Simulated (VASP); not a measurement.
## CdS: single point with LDA

Crystal: CdS.

```
CELL_PARAMETERS angstrom
4.07378 0.00000 0.00000
-2.03689 3.52799 0.00000
0.00000 0.00000 6.63784
ATOMIC_POSITIONS crystal
Cd 0.33333 0.66667 0.99944
Cd 0.66667 0.33333 0.49944
S 0.33333 0.66667 0.37556
S 0.66667 0.33333 0.87556
```

```json
{
  "Program": "VASP 6.6.1",
  "Task": "single point",
  "Functional": "LDA",
  "Potentials or basis": "VASP PAW LDA potentials, release 64 (Cd, S)",
  "Cutoff": "520 eV",
  "k mesh": "7 × 7 × 4",
  "Occupations": "fermi-dirac, width 0.02 eV",
  "Spin": "no spin polarisation"
}
```

```json
{
  "Pressure": "0.6 GPa",
  "Band gap on the k mesh": "1.06 eV"
}
```

Forces on the atoms (eV/Å):
```
Cd   0.000  0.000  0.002
Cd   0.000  0.000  0.002
S    0.000  0.000 -0.002
S    0.000  0.000 -0.002
```

Levels at points of the mesh, in eV from the valence-band top:
| k point | band 16 | band 17 | band 18 | band 19 | band 20 | band 21 |
| --- | --- | --- | --- | --- | --- | --- |
| (0.00, 0.00, 0.00) | -0.06 | 0.00 | 0.00 | 1.06 | 2.63 | 6.29 |
| (0.00, 0.00, 0.50) | -0.43 | -0.43 | -0.43 | 2.73 | 2.73 | 6.02 |

Wall time 34 s on 1 thread of Intel(R) Xeon(R) 6975P-C (Granite Rapids) (shared host), peak memory 0.19 GiB.
